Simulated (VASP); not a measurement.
# ZnS (F-43m) in VASP: further runs, part 2 of 2

VASP 6.6.1. Earlier steps stand in the parts before.

### Step 3. Single point, r2SCAN

POSCAR

```
ZnS
1.0
    0.0000000000      2.7046500000      2.7046500000
    2.7046500000      0.0000000000      2.7046500000
    2.7046500000      2.7046500000      0.0000000000
Zn S
1 1
Direct
    0.0000000000      0.0000000000      0.0000000000
    0.7500000000      0.7500000000      0.7500000000
```

INCAR.step1

```
PREC = Accurate ; ENCUT = 520
ISMEAR = 0 ; SIGMA = 0.05
LREAL = F ; LASPH = T
NELM = 60 ; NBANDS = 16
GGA = PE ; ALGO = Normal
EDIFF = 1E-4 ; LWAVE = T
LCHARG = F
```

INCAR.step2

```
PREC = Accurate ; ENCUT = 520
EDIFF = 1E-7 ; ISMEAR = 0
SIGMA = 0.05 ; LREAL = F
LASPH = T ; NELM = 60
ALGO = Normal ; ISIF = 2
LWAVE = F ; LCHARG = F
METAGGA = R2SCAN ; LMIXTAU = T
NBANDS = 16 ; ISTART = 1
```

KPOINTS

```
regular mesh
0
Gamma
  8 8 8
```

Potentials or basis: VASP PAW PBE potentials, release 64 (Zn, S).

Run with:

```bash
cat potpaw_PBE.64/Zn/POTCAR potpaw_PBE.64/S/POTCAR > POTCAR
cp INCAR.step1 INCAR
mpirun -np 1 vasp_std > vasp.out
cp INCAR.step2 INCAR
mpirun -np 1 vasp_std > vasp.out
```

OUTCAR:

```text
PREC = Accurate
   ENCUT = 520
   EDIFF = 1E-7
   ISMEAR = 0
   LREAL = F
   LASPH = T
   NELM = 60
   ISIF = 2
   METAGGA = R2SCAN
   ISTART = 1

 ion  position               nearest neighbor table
   1  0.000  0.000  0.000-   2 2.34   2 2.34   2 2.34   2 2.34
   2  0.750  0.750  0.750-   1 2.34   1 2.34   1 2.34   1 2.34

  LATTYP: Found a face centered cubic cell.
 ALAT       =     5.4093000000

  Lattice vectors:

 A1 = (   0.0000000000,   2.7046500000,   2.7046500000)
 A2 = (   2.7046500000,   0.0000000000,   2.7046500000)
 A3 = (   2.7046500000,   2.7046500000,   0.0000000000)

Analysis of symmetry for initial positions (statically):
[... 5 lines left out ...]
 face centered cubic supercell.

 Subroutine GETGRP returns: Found 24 space group operations
 (whereof 24 operations were pure point group operations)
 out of a pool of 48 trial point group operations.

The static configuration has the point symmetry T_d .

Analysis of symmetry for dynamics (positions and initial velocities):
[... 5 lines left out ...]
 face centered cubic supercell.

 Subroutine GETGRP returns: Found 24 space group operations
 (whereof 24 operations were pure point group operations)
 out of a pool of 48 trial point group operations.

The dynamic configuration has the point symmetry T_d .

 Subroutine INISYM returns: Found 24 space group operations
 (whereof 24 operations are pure point group operations),
 and found     1 'primitive' translations

----------------------------------------------------------------------------------------

                                     Primitive cell

  volume of cell :      39.5697

  direct lattice vectors                    reciprocal lattice vectors
     0.000000000  2.704650000  2.704650000    -0.184866803  0.184866803  0.184866803
     2.704650000  0.000000000  2.704650000     0.184866803 -0.184866803  0.184866803
     2.704650000  2.704650000  0.000000000     0.184866803  0.184866803 -0.184866803

  length of vectors
[... 91 lines left out ...]
   TEBEG  =    0.0;   TEEND  =   0.0 temperature during run
   PSTRESS=    0.0 pullay stress
   NELECT =      18.0000    total number of electrons
   NUPDOWN=      -1.0000    fix difference up-down
   EMIN   =  10.00;   EMAX   =-10.00  energy-range for DOS
   EFERMI =   0.00;   METHOD = LEGACY
   ISMEAR =     0;   SIGMA  =   0.05  broadening in eV -4-tet -1-fermi 0-gaus
   EFERMI_NEDOS =   21; number of points for ismear=-14 and -15
   IALGO  =     38    algorithm
   IMIX   =      4    mixing-type and parameters
     AMIX     =   0.40;   BMIX     =  1.00
     AMIX_MAG =   1.60;   BMIX_MAG =  1.00
  volume/ion in A,a.u.               =      19.78       133.51
  Fermi-wavevector in a.u.,A,eV,Ry     =   1.259055  2.379268 21.568210  1.585219
  Thomas-Fermi vector in A             =   2.392634
   LORBIT       =      0    0 simple, 1 ext, 2 COOP (PROOUT), +10 PAW based schemes
   METAGGA = R2SCAN    functional components
   LHFCALC =     F    Hartree Fock is set to
   AEXX    =    0.0000 exact exchange contribution
   IVDW    =     0    specifies the selected vdW correction
   LEPSILON=     F    determine dielectric tensor
   LRPA    =     F    only Hartree local field effects (RPA)
 non-spin polarized calculation
 Gauss-broadening in eV      SIGMA  =   0.05
  energy-cutoff  :      520.00
  volume of cell :       39.57
 maximum number of plane-waves:      1090
   NGX = 15   NGY = 15   NGZ = 15

 number of electron      17.9999998 magnetization

 Free energy of the ion-electron system (eV)
  ---------------------------------------------------
  ext. energy  EPLUGINS =         0.00000000
  ---------------------------------------------------
  free energy    TOTEN  =       -18.86501885 eV

  energy without entropy =      -18.86501885  energy(sigma->0) =      -18.86501885

 E-fermi :   2.0892     XC(G=0): -10.2692

 val. band max:        1.8029882592   @ k =   0.0000   0.0000   0.0000
 cond. band min:       4.4638074629   @ k =   0.0000   0.0000   0.0000
 fundamental gap:      2.6608192037
 Fermi energy:         2.0892171196

 k-point     1 :       0.0000    0.0000    0.0000
  band No.  band energies     occupation
      1     -11.8507      2.00000
      2      -4.6845      2.00000
      3      -4.6845      2.00000
      4      -4.6845      2.00000
      5      -4.1423      2.00000
      6      -4.1423      2.00000
[... 433 lines left out ...]
      3      -4.4870      2.00000
      4      -4.1993      2.00000
      5      -4.1311      2.00000
      6      -3.8789      2.00000
[... 8 lines left out ...]
     15      15.9411      0.00000
     16      16.7972      0.00000

 [... further k-points ...]
[... 5 lines left out ...]
  --------------------------------------------------------------------------------------
  -------------------------------------------------------------------------------------
  Total       -0.2009225     -0.2009225     -0.2009225      0.0000000     -0.0000000      0.0000000
  in kB       -8.1353445     -8.1353445     -8.1353445      0.0000000     -0.0000000      0.0000000
  external PRESSURE =      -8.1353445 kB  Pullay stress =       0.0000000 kB

 VOLUME and BASIS-vectors are now :
 -----------------------------------------------------------------------------
  energy-cutoff  :      520.00
  volume of cell :       39.57
      direct lattice vectors                 reciprocal lattice vectors
     0.000000000  2.704650000  2.704650000    -0.184866803  0.184866803  0.184866803
     2.704650000  0.000000000  2.704650000     0.184866803 -0.184866803  0.184866803
     2.704650000  2.704650000  0.000000000     0.184866803  0.184866803 -0.184866803

 POSITION                                       TOTAL-FORCE (eV/Angst)
 -----------------------------------------------------------------------------------
      0.00000      0.00000      0.00000        -0.000000     -0.000000     -0.000000
      4.05697      4.05697      4.05697         0.000000      0.000000      0.000000
 -----------------------------------------------------------------------------------
    total drift:                               -0.000011     -0.000011     -0.000011

  FREE ENERGIE OF THE ION-ELECTRON SYSTEM (eV)
  ---------------------------------------------------
  free  energy   TOTEN  =       -18.8650188495 eV

  energy  without entropy=      -18.8650188495  energy(sigma->0) =      -18.86501885
```

OUTCAR.step1:

```text
PREC = Accurate
   ENCUT = 520
   ISMEAR = 0
   LREAL = F
   LASPH = T
[... 676 lines left out ...]
 -----------------------------------------------------------------------------------
      0.00000      0.00000      0.00000         0.000000      0.000000     -0.000000
      4.05697      4.05697      4.05697        -0.000000      0.000000      0.000000
 -----------------------------------------------------------------------------------
    total drift:                               -0.000001     -0.000001     -0.000001

  FREE ENERGIE OF THE ION-ELECTRON SYSTEM (eV)
  ---------------------------------------------------
  free  energy   TOTEN  =        -6.8482798976 eV

  energy  without entropy=       -6.8482798976  energy(sigma->0) =       -6.84827990
```

OSZICAR.step1:

```text
N       E                     dE             d eps       ncg     rms          rms(c)
DAV:   1     0.904362170403E+02    0.90436E+02   -0.90545E+03   928   0.135E+03
DAV:   2    -0.122068218304E+01   -0.91657E+02   -0.85893E+02  1048   0.263E+02
DAV:   3    -0.721233468915E+01   -0.59917E+01   -0.59658E+01  1168   0.650E+01
DAV:   4    -0.727480513823E+01   -0.62470E-01   -0.62457E-01  1088   0.684E+00
DAV:   5    -0.727554473044E+01   -0.73959E-03   -0.73956E-03  1216   0.711E-01    0.684E+00
DAV:   6    -0.686883880125E+01    0.40671E+00   -0.73593E-01  1384   0.299E+01    0.535E+00
DAV:   7    -0.684859214086E+01    0.20247E-01   -0.24776E-01  1104   0.448E+00    0.271E+00
DAV:   8    -0.684787143160E+01    0.72071E-03   -0.50907E-03  1192   0.858E-01    0.706E-01
DAV:   9    -0.684811730317E+01   -0.24587E-03   -0.12417E-03  1120   0.282E-01    0.986E-02
DAV:  10    -0.684829009438E+01   -0.17279E-03   -0.24258E-04  1104   0.133E-01    0.503E-02
DAV:  11    -0.684827989762E+01    0.10197E-04   -0.33064E-05   624   0.741E-02
   1 F= -.68482799E+01 E0= -.68482799E+01  d E =-.762539E-11
```

Run time: 58 s. Hardware: 1 thread of Intel Xeon Platinum 8559C (Emerald Rapids), shared host; peak memory 0.17 GiB.

Results:

* Free energy: -18.8650 eV
* Pressure: -0.8 GPa
* Band gap on the k mesh: 2.66 eV, direct

Levels at points of the mesh, in eV from the valence-band top:
| k point | band 7 | band 8 | band 9 | band 10 | band 11 | band 12 |
| --- | --- | --- | --- | --- | --- | --- |
| (0.00, 0.00, 0.00) | 0.00 | 0.00 | 0.00 | 2.66 | 6.90 | 6.90 |
| (0.50, 0.00, 0.00) | -5.37 | -0.88 | -0.88 | 3.81 | 7.40 | 7.40 |
| (0.50, 0.50, 0.00) | -4.60 | -2.27 | -2.27 | 3.73 | 4.48 | 11.74 |

Caveat: the PAW data sets were made with another functional, which shifts forces and pressure a little.

### Step 4. Single point, r2SCAN

This run uses another cell than the first one: it holds 4 atoms, not 2.

POSCAR

```
ZnS
1.0
    0.0000000000     -2.7046500000     -2.7046500000
    0.0000000000      2.7046500000     -2.7046500000
    5.4093000000      0.0000000000      0.0000000000
Zn S
2 2
Direct
    0.5000000000      0.5000000000      0.5000000000
    0.0000000000      0.0000000000      0.0000000000
    0.0000000000      0.5000000000      0.2500000000
    0.5000000000      0.0000000000      0.7500000000
```

INCAR.step1

```
SYSTEM = ZnS
ALGO = Normal ; EDIFF = 1E-4
ENCUT = 520 ; GGA = PE
ISMEAR = 0 ; LASPH = .True.
LCHARG = .False. ; LREAL = .False.
LWAVE = .True. ; NBANDS = 26
NELM = 60 ; PREC = Accurate
SIGMA = 0.05
```

INCAR.step2

```
SYSTEM = ZnS
ALGO = Normal ; EDIFF = 1E-7
ENCUT = 520 ; ISIF = 2
ISMEAR = 0 ; ISTART = 1
LASPH = .True. ; LCHARG = .True.
LELF = .True. ; LMIXTAU = .True.
LREAL = .False. ; LVHAR = .True.
LWAVE = .False. ; METAGGA = R2SCAN
NBANDS = 26 ; NELM = 60
PREC = Accurate ; SIGMA = 0.05
```

KPOINTS

```
k-points
0
Gamma
  6 6 4
  0 0 0
```

Run with:

```bash
cat potpaw_PBE.64/Zn/POTCAR potpaw_PBE.64/S/POTCAR > POTCAR
cp INCAR.step1 INCAR
mpirun -np 1 vasp_std > vasp.out
cp INCAR.step2 INCAR
mpirun -np 1 vasp_std > vasp.out
```

Wall time 94 s (1 thread of Intel Xeon 6975P-C (Granite Rapids), shared host); peak memory 0.2 GiB.

It converged, with:

| Quantity | Value |
| --- | --- |
| Free energy | -37.7296 eV |
| Pressure | -0.8 GPa |
| Band gap on the k mesh | 2.66 eV |

Levels at points of the mesh, in eV from the valence-band top:
| k point | band 15 | band 16 | band 17 | band 18 | band 19 | band 20 | band 21 | band 22 |
| --- | --- | --- | --- | --- | --- | --- | --- | --- |
| (0.00, 0.00, 0.00) | -2.27 | 0.00 | 0.00 | 0.00 | 2.66 | 3.73 | 4.48 | 6.90 |
| (0.50, 0.00, 0.00) | -2.55 | -2.55 | -0.92 | -0.92 | 5.36 | 5.36 | 7.13 | 7.13 |
| (0.50, 0.50, 0.00) | -2.27 | -2.27 | -2.27 | -2.27 | 3.73 | 3.73 | 4.48 | 4.48 |
| (0.00, 0.00, 0.50) | -1.26 | -1.26 | -1.26 | -1.26 | 4.92 | 4.92 | 5.05 | 5.05 |
| (0.50, 0.00, 0.50) | -0.88 | -0.88 | -0.88 | -0.88 | 3.81 | 3.81 | 7.40 | 7.40 |
| (0.50, 0.50, 0.50) | -2.79 | -2.79 | -2.78 | -2.78 | 6.05 | 6.05 | 6.59 | 6.59 |

Caveat: the PAW data sets were made with another functional, which shifts forces and pressure a little.

### Step 5. Comparison with measurements

Step 2. Against the measured gap of ZnS, 3.85 eV (direct; 19 K; quoted in “Electronic, vibrational, and thermodynamic properties of ZnS (zincblende and rocksalt structure)”, 2009, arxiv:0911.5022), the calculated 2.66 eV is off by -1.19 eV. The value is that of r2SCAN, without temperature or zero-point motion.

Step 3. Measured gap of ZnS: 3.85 eV (direct; 19 K; quoted in “Electronic, vibrational, and thermodynamic properties of ZnS (zincblende and rocksalt structure)”, 2009, arxiv:0911.5022). This calculation gives 2.66 eV (-1.19 eV). The value is that of r2SCAN, without temperature or zero-point motion.
